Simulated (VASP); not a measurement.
Wanted: the native input for a VASP 6.6.1 run.

* Task: single point
* Functional: PBE
* Potentials or basis: VASP PAW PBE potentials, release 64 (Ca_sv, H)
* Cutoff: 520 eV
* k mesh: 6 × 6 × 10
* Occupations: gaussian, width 0.1 eV
* Spin: no spin polarisation
* Dipole correction: no
* Further INCAR settings: ALGO = Normal; EDIFF = 1e-06; NBANDS = 24

The structure of Ca3H2 lies in POSCAR:

```
Ca3H2
1.0
    6.0334469609      0.0000000000      0.0000000000
   -3.0167234805      5.2251183405      0.0000000000
    0.0000000000      0.0000000000      4.2952883745
Ca H
3 2
Direct
    0.0000000000      0.0000000000      0.0000000000
    0.3333333333      0.6666666667      0.5912126484
    0.6666666667      0.3333333333      0.4087873516
    0.3333333333      0.6666666667      0.0894755583
    0.6666666667      0.3333333333      0.9105244417
```

These files were run (other wordings do the same):

INCAR

```
PREC = Accurate
ENCUT = 520
EDIFF = 1E-6
ISMEAR = 0
SIGMA = 0.1
LREAL = False
LASPH = True
NELM = 100
ALGO = Normal
ISIF = 2
LWAVE = False
LCHARG = True
GGA = PE
LELF = True
LVHAR = True
NBANDS = 24
```

KPOINTS

```
Automatic mesh
0
Gamma
  6 6 10
```

Potentials or basis: VASP PAW PBE potentials, release 64 (Ca_sv, H).

The run is started by

```console
$ cat potpaw_PBE.64/Ca_sv/POTCAR potpaw_PBE.64/H/POTCAR > POTCAR
$ mpirun -np 1 vasp_std > vasp.out
```

Results of the run:

```yaml
Pressure: 0.0 GPa
Band_gap_on_the_k_mesh: zero (band 16 reaches 2.26 eV, above the bottom of band 17 at 1.38 eV)
```

It took 2.8 min on 1 thread of Intel(R) Xeon(R) Platinum 8488C (Sapphire Rapids), with other jobs on the host, peak memory 0.35 GiB.
